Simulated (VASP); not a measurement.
# Ta (Im-3m) in VASP: further runs

Runs on Ta. Level: PBEsol. Tasks: single point, relaxation of cell and atoms.

Program: VASP 6.6.1. These are calculated values, not measurements. Logs are shortened: lines on timing, memory, paths and dates and some standing lists are left out, and cuts for length are marked.

## Step 1: The cell of the first run

The structure is cubic, space group Im-3m (No. 229). The conventional cell has a = 3.193 Å, b = 3.193 Å, c = 3.193 Å, α = 90.00°, β = 90.00°, γ = 90.00°. Ta (site symmetry m-3m) has 14 Ta at 2.76 to 3.19 Å within 3.6 Å.

## Step 2: Single point, PBEsol

INCAR reads:

```
SYSTEM = Ta
PREC     = Accurate       ! precision mode
ENCUT    = 520            ! plane-wave cutoff, eV
EDIFF    = 1E-7           ! SCF threshold, eV
ISMEAR   = -1             ! smearing method
SIGMA    = 0.05           ! smearing width, eV
LREAL    = .False.        ! projectors in reciprocal space
LASPH    = .True.         ! aspherical terms in the spheres
NELM     = 60             ! most SCF steps
ALGO     = Normal         ! electronic algorithm
ISIF     = 2              ! what is computed and relaxed
LWAVE    = .False.        ! write WAVECAR
LCHARG   = .False.        ! write CHGCAR
GGA      = PS             ! functional
NBANDS   = 12             ! bands
```

KPOINTS reads:

```
regular mesh
0
Gamma
  11 11 11
  0 0 0
```

POSCAR reads:

```
Ta
1.0
   -1.5963056042      1.5963056042      1.5963056042
    1.5963056042     -1.5963056042      1.5963056042
    1.5963056042      1.5963056042     -1.5963056042
Ta
1
Direct
    0.0000000000      0.0000000000      0.0000000000
```

Potentials or basis: VASP PAW PBE potentials, release 64 (Ta_pv).

The run is started by

```
$ cat potpaw_PBE.64/Ta_pv/POTCAR > POTCAR
$ mpirun -np 1 vasp_std > vasp.out
```

OUTCAR:

```text
SYSTEM = Ta
   PREC = Accurate
   ENCUT = 520
   EDIFF = 1E-7
   ISMEAR = -1
   LREAL = .False.
   LASPH = .True.
   NELM = 60
   ISIF = 2
   GGA = PS

 ion  position               nearest neighbor table
   1  0.000  0.000  0.000-

  LATTYP: Found a body centered cubic cell.
 ALAT       =     3.1926112084

  Lattice vectors:

 A1 = (  -1.5963056042,   1.5963056042,   1.5963056042)
 A2 = (   1.5963056042,  -1.5963056042,   1.5963056042)
 A3 = (   1.5963056042,   1.5963056042,  -1.5963056042)

Analysis of symmetry for initial positions (statically):
=====================================================================
 Subroutine PRICEL returns:
 Original cell was already a primitive cell.

 Routine SETGRP: Setting up the symmetry group for a
 body centered cubic supercell.

 Subroutine GETGRP returns: Found 48 space group operations
 (whereof 48 operations were pure point group operations)
 out of a pool of 48 trial point group operations.

The static configuration has the point symmetry O_h .

Analysis of symmetry for dynamics (positions and initial velocities):
=====================================================================
 Subroutine PRICEL returns:
 Original cell was already a primitive cell.

 Routine SETGRP: Setting up the symmetry group for a
 body centered cubic supercell.

 Subroutine GETGRP returns: Found 48 space group operations
 (whereof 48 operations were pure point group operations)
 out of a pool of 48 trial point group operations.

The dynamic configuration has the point symmetry O_h .

 Subroutine INISYM returns: Found 48 space group operations
 (whereof 48 operations are pure point group operations),
 and found     1 'primitive' translations

----------------------------------------------------------------------------------------

                                     Primitive cell

  volume of cell :      16.2708

  direct lattice vectors                    reciprocal lattice vectors
    -1.596305604  1.596305604  1.596305604     0.000000000  0.313223232  0.313223232
     1.596305604 -1.596305604  1.596305604     0.313223232  0.000000000  0.313223232
     1.596305604  1.596305604 -1.596305604     0.313223232  0.313223232  0.000000000

  length of vectors
     2.764882411  2.764882411  2.764882411     0.442964542  0.442964542  0.442964542

[... 76 lines left out ...]
   ENCUT  =  520.0 eV  38.22 Ry    6.18 a.u.   5.14  5.14  5.14*2*pi/ulx,y,z
   NELM   =     60;   NELMIN=  2; NELMDL= -5     # of ELM steps
   EDIFF  = 0.1E-06   stopping-criterion for ELM
   LREAL  =      F    real-space projection
   EDIFFG = 0.1E-05   stopping-criterion for IOM
   NSW    =      0    number of steps for IOM
   IBRION =     -1    ionic relax: 0-MD 1-quasi-New 2-CG
   NFREE  =      0    steps in history (QN), initial steepest desc. (CG)
   ISIF   =      2    stress and relaxation
   ISYM   =      2    0-nonsym 1-usesym 2-fastsym
   POTIM  = 0.5000    time-step for ionic-motion
   TEBEG  =    0.0;   TEEND  =   0.0 temperature during run
   PSTRESS=    0.0 pullay stress
   NELECT =      11.0000    total number of electrons
   NUPDOWN=      -1.0000    fix difference up-down
   EMIN   =  10.00;   EMAX   =-10.00  energy-range for DOS
   EFERMI =   0.00;   METHOD = LEGACY
   ISMEAR =    -1;   SIGMA  =   0.05  broadening in eV -4-tet -1-fermi 0-gaus
   EFERMI_NEDOS =   21; number of points for ismear=-14 and -15
   IALGO  =     38    algorithm
   IMIX   =      4    mixing-type and parameters
     AMIX     =   0.40;   BMIX     =  1.00
     AMIX_MAG =   1.60;   BMIX_MAG =  1.00
  volume/ion in A,a.u.               =      16.27       109.80
  Fermi-wavevector in a.u.,A,eV,Ry     =   1.436822  2.715200 28.088656  2.064458
  Thomas-Fermi vector in A             =   2.555968
   LORBIT       =      0    0 simple, 1 ext, 2 COOP (PROOUT), +10 PAW based schemes
   GGA     = PS    functional components
   LHFCALC =     F    Hartree Fock is set to
   AEXX    =    0.0000 exact exchange contribution
   IVDW    =     0    specifies the selected vdW correction
   LEPSILON=     F    determine dielectric tensor
   LRPA    =     F    only Hartree local field effects (RPA)
 non-spin polarized calculation
  energy-cutoff  :      520.00
  volume of cell :       16.27
 maximum number of plane-waves:       450
 NGX is ok and might be reduce to    24
   NGX = 11   NGY = 11   NGZ = 11

 number of electron      11.0000001 magnetization

 Free energy of the ion-electron system (eV)
  ---------------------------------------------------
  ext. energy  EPLUGINS =         0.00000000
  ---------------------------------------------------
  free energy    TOTEN  =       -12.47786186 eV

  energy without entropy =      -12.47102293  energy(sigma->0) =      -12.47444239

 E-fermi :   6.1555     XC(G=0): -13.2592

 val. band max:        6.1508447901   @ k =  -0.4545  -0.4545   0.0909
 cond. band min:       6.2032546120   @ k =  -0.1818   0.2727   0.0909
 fundamental gap:      0.0524098219
 Fermi energy:         6.1555151225

 k-point     1 :       0.0000    0.0000    0.0000
  band No.  band energies     occupation
      1     -26.4514      2.00000
      2     -26.4514      2.00000
      3     -26.4514      2.00000
      4      -2.1361      2.00000
      5       6.8711      0.00000
      6       6.8711      0.00000
      7       6.8711      0.00000
      8      10.5179      0.00000
      9      10.5179      0.00000
     10      21.6958      0.00000
     11      21.6958      0.00000
     12      21.6958      0.00000
[... 331 lines left out ...]
 k-point    24 :       0.3636    0.1818    0.0909
  band No.  band energies     occupation
      1     -27.8059      2.00000
      2     -27.1996      2.00000
      3     -26.7275      2.00000
      4       3.0520      2.00000
      5       4.3476      2.00000
      6       6.4345      0.00752
      7      11.0826      0.00000
      8      11.7436      0.00000
      9      16.5564      0.00000
     10      17.5535      0.00000
     11      20.6047      0.00000
     12      21.1834      0.00000

 [... further k-points ...]
[... 5 lines left out ...]
  --------------------------------------------------------------------------------------
  -------------------------------------------------------------------------------------
  Total        2.1048368      2.1048368      2.1048368      0.0000000     -0.0000000      0.0000000
  in kB      207.2625865    207.2625865    207.2625865      0.0000000     -0.0000000      0.0000000
  external PRESSURE =     207.2625865 kB  Pullay stress =       0.0000000 kB

 VOLUME and BASIS-vectors are now :
 -----------------------------------------------------------------------------
  energy-cutoff  :      520.00
  volume of cell :       16.27
      direct lattice vectors                 reciprocal lattice vectors
    -1.596305604  1.596305604  1.596305604     0.000000000  0.313223232  0.313223232
     1.596305604 -1.596305604  1.596305604     0.313223232  0.000000000  0.313223232
     1.596305604  1.596305604 -1.596305604     0.313223232  0.313223232  0.000000000

 POSITION                                       TOTAL-FORCE (eV/Angst)
 -----------------------------------------------------------------------------------
      0.00000      0.00000      0.00000         0.000000     -0.000000      0.000000
 -----------------------------------------------------------------------------------
    total drift:                               -0.000000     -0.000000     -0.000000

  FREE ENERGIE OF THE ION-ELECTRON SYSTEM (eV)
  ---------------------------------------------------
  free  energy   TOTEN  =       -12.4778618612 eV

  energy  without entropy=      -12.4710229268  energy(sigma->0) =      -12.47444239
```

OSZICAR:

```text
N       E                     dE             d eps       ncg     rms          rms(c)
DAV:   1     0.579583894127E+02    0.57958E+02   -0.62475E+03  1352   0.893E+02
DAV:   2    -0.120466092781E+02   -0.70005E+02   -0.68204E+02  1492   0.242E+02
DAV:   3    -0.129155647143E+02   -0.86896E+00   -0.86418E+00  1572   0.258E+01
DAV:   4    -0.129174265990E+02   -0.18619E-02   -0.18618E-02  1484   0.133E+00
DAV:   5    -0.129174318826E+02   -0.52836E-05   -0.52834E-05  1556   0.665E-02    0.166E+01
DAV:   6    -0.125908381575E+02    0.32659E+00   -0.24249E-01  1544   0.527E+00    0.838E+00
DAV:   7    -0.124797259140E+02    0.11111E+00   -0.23601E-01  1532   0.487E+00    0.358E-01
DAV:   8    -0.124778981762E+02    0.18277E-02   -0.48134E-03  1424   0.719E-01    0.141E-01
DAV:   9    -0.124778640550E+02    0.34121E-04   -0.90991E-05  1564   0.105E-01    0.257E-02
DAV:  10    -0.124778620583E+02    0.19967E-05   -0.36744E-06  1452   0.204E-02    0.366E-03
DAV:  11    -0.124778619047E+02    0.15358E-06   -0.74876E-08  1004   0.309E-03    0.284E-04
DAV:  12    -0.124778618612E+02    0.43562E-07   -0.47564E-09   744   0.793E-04
   1 F= -.12477862E+02 E0= -.12474442E+02  d E =-.683893E-02
```

stdout:

```text
POSCAR found type information on POSCAR Ta
 POSCAR found :  1 types and       1 ions
 scaLAPACK will be used
 -----------------------------------------------------------------------------
|                                                                             |
|                                                                             |
|     You enforced a specific xc type in the INCAR file but a different       |
|     I HOPE YOU KNOW WHAT YOU ARE DOING!                                     |
|                                                                             |
 -----------------------------------------------------------------------------

 LDA part: xc-table for (Slater+PW92), standard interpolation
 POSCAR, INCAR and KPOINTS ok, starting setup
 FFT: planning ... GRIDC
 FFT: planning ... GRID_SOFT
 FFT: planning ... GRID
 WAVECAR not read
 entering main loop
```

Wall time 10 s (1 thread of AMD EPYC 7R13 (Zen 3), shared host); peak memory 0.11 GiB.

Results:

| Property | Result |
| --- | --- |
| Free energy | -12.4779 eV |
| Pressure | 20.7 GPa |

Levels at points of the mesh, in eV from the Fermi level:
| k point | band 2 | band 3 | band 4 | band 5 | band 6 | band 7 | band 8 | band 9 |
| --- | --- | --- | --- | --- | --- | --- | --- | --- |
| (0.00, 0.00, 0.00) | -32.61 | -32.61 | -8.29 | 0.72 | 0.72 | 0.72 | 4.36 | 4.36 |

Caveat: the PAW data sets were made with another functional, which shifts forces and pressure a little; spin-orbit coupling is left out, which moves the levels of the heavy elements.

## Step 3: Single point, PBEsol

This run uses another cell than the first one, of 17.62 Å³/atom, 1.083 times its volume.

INCAR reads:

```
SYSTEM = Ta
ALGO = Normal
EDIFF = 1E-6
ENCUT = 520
GGA = PS
ISIF = 2
ISMEAR = -1
LASPH = .TRUE.
LCHARG = .FALSE.
LREAL = .FALSE.
LWAVE = .FALSE.
NBANDS = 12
NELM = 60
PREC = Accurate
SIGMA = 0.05
```

KPOINTS reads:

```
k-points
0
G
  11 11 11
  0 0 0
```

POSCAR reads:

```
Ta
1.0
   -1.6393144517      1.6393144517      1.6393144517
    1.6393144517     -1.6393144517      1.6393144517
    1.6393144517      1.6393144517     -1.6393144517
Ta
1
Direct
    0.0000000000      0.0000000000      0.0000000000
```

Potentials or basis: VASP PAW PBE potentials, release 64 (Ta_pv).

The run is started by

```
$ cat potpaw_PBE.64/Ta_pv/POTCAR > POTCAR
$ mpirun -np 1 vasp_std > vasp.out
```

OUTCAR:

```text
SYSTEM = Ta
   EDIFF = 1E-6
   ENCUT = 520
   GGA = PS
   ISIF = 2
   ISMEAR = -1
   LASPH = .TRUE.
   LREAL = .FALSE.
   NELM = 60
   PREC = Accurate

 ion  position               nearest neighbor table
   1  0.000  0.000  0.000-

  LATTYP: Found a body centered cubic cell.
 ALAT       =     3.2786289034

  Lattice vectors:

 A1 = (  -1.6393144517,   1.6393144517,   1.6393144517)
 A2 = (   1.6393144517,  -1.6393144517,   1.6393144517)
 A3 = (   1.6393144517,   1.6393144517,  -1.6393144517)

Analysis of symmetry for initial positions (statically):
=====================================================================
 Subroutine PRICEL returns:
 Original cell was already a primitive cell.

 Routine SETGRP: Setting up the symmetry group for a
 body centered cubic supercell.

 Subroutine GETGRP returns: Found 48 space group operations
 (whereof 48 operations were pure point group operations)
 out of a pool of 48 trial point group operations.

The static configuration has the point symmetry O_h .

Analysis of symmetry for dynamics (positions and initial velocities):
[... 159 lines left out ...]
 val. band max:        5.3971982441   @ k =  -0.4545   0.4545   0.1818
 cond. band min:       5.5770641726   @ k =   0.3636   0.1818   0.0909
 fundamental gap:      0.1798659284
 Fermi energy:         5.4953605634

 k-point     1 :       0.0000    0.0000    0.0000
  band No.  band energies     occupation
      1     -27.4383      2.00000
      2     -27.4383      2.00000
      3     -27.4383      2.00000
      4      -2.5149      2.00000
      5       6.2184      0.00000
      6       6.2184      0.00000
      7       6.2184      0.00000
      8       9.5672      0.00000
      9       9.5672      0.00000
     10      20.2357      0.00000
     11      20.6426      0.00000
     12      20.6426      0.00000
[... 331 lines left out ...]
 k-point    24 :       0.3636    0.1818    0.0909
  band No.  band energies     occupation
      1     -28.4850      2.00000
      2     -28.0160      2.00000
      3     -27.6476      2.00000
      4       2.6030      2.00000
      5       3.8616      2.00000
      6       5.5771      0.32655
      7      10.0206      0.00000
      8      10.6129      0.00000
      9      14.8361      0.00000
     10      15.8986      0.00000
     11      19.1427      0.00000
     12      20.2474      0.00000

 [... further k-points ...]
[... 5 lines left out ...]
  --------------------------------------------------------------------------------------
  -------------------------------------------------------------------------------------
  Total        0.0323258      0.0323258      0.0323258     -0.0000000      0.0000000     -0.0000000
  in kB        2.9390922      2.9390922      2.9390922     -0.0000000      0.0000000     -0.0000000
  external PRESSURE =       2.9390922 kB  Pullay stress =       0.0000000 kB

 VOLUME and BASIS-vectors are now :
 -----------------------------------------------------------------------------
  energy-cutoff  :      520.00
  volume of cell :       17.62
      direct lattice vectors                 reciprocal lattice vectors
    -1.639314452  1.639314452  1.639314452     0.000000000  0.305005546  0.305005546
     1.639314452 -1.639314452  1.639314452     0.305005546  0.000000000  0.305005546
     1.639314452  1.639314452 -1.639314452     0.305005546  0.305005546  0.000000000

 POSITION                                       TOTAL-FORCE (eV/Angst)
 -----------------------------------------------------------------------------------
      0.00000      0.00000      0.00000         0.000000     -0.000000      0.000000
 -----------------------------------------------------------------------------------
    total drift:                               -0.000000      0.000000      0.000000

  FREE ENERGIE OF THE ION-ELECTRON SYSTEM (eV)
  ---------------------------------------------------
  free  energy   TOTEN  =       -12.5612260426 eV

  energy  without entropy=      -12.5542665967  energy(sigma->0) =      -12.55774632
```

OSZICAR:

```text
N       E                     dE             d eps       ncg     rms          rms(c)
DAV:   1     0.590101995879E+02    0.59010E+02   -0.59994E+03  1344   0.873E+02
DAV:   2    -0.120245186729E+02   -0.71035E+02   -0.69270E+02  1476   0.243E+02
DAV:   3    -0.130507519453E+02   -0.10262E+01   -0.10085E+01  1628   0.272E+01
DAV:   4    -0.130532784104E+02   -0.25265E-02   -0.25264E-02  1484   0.153E+00
DAV:   5    -0.130532858994E+02   -0.74889E-05   -0.74888E-05  1596   0.809E-02    0.144E+01
DAV:   6    -0.126780466385E+02    0.37524E+00   -0.29620E-01  1564   0.574E+00    0.700E+00
DAV:   7    -0.125624990827E+02    0.11555E+00   -0.25025E-01  1536   0.496E+00    0.378E-01
DAV:   8    -0.125612281517E+02    0.12709E-02   -0.90344E-03  1448   0.683E-01    0.467E-02
DAV:   9    -0.125612293139E+02   -0.11622E-05   -0.27244E-05  1580   0.561E-02    0.238E-02
DAV:  10    -0.125612261752E+02    0.31387E-05   -0.18358E-06  1364   0.155E-02    0.271E-03
DAV:  11    -0.125612260426E+02    0.13258E-06   -0.65171E-08   768   0.293E-03
   1 F= -.12561226E+02 E0= -.12557746E+02  d E =-.695945E-02
```

Wall time 10 s (1 thread of AMD EPYC 7R13 (Zen 3), shared host); peak memory 0.11 GiB.

What came out:

```
Free energy : -12.5612 eV
Pressure    : 0.3 GPa
```

Caveat: the PAW data sets were made with another functional, which shifts forces and pressure a little; spin-orbit coupling is left out, which moves the levels of the heavy elements.

(Continued in part 2 of 2.)
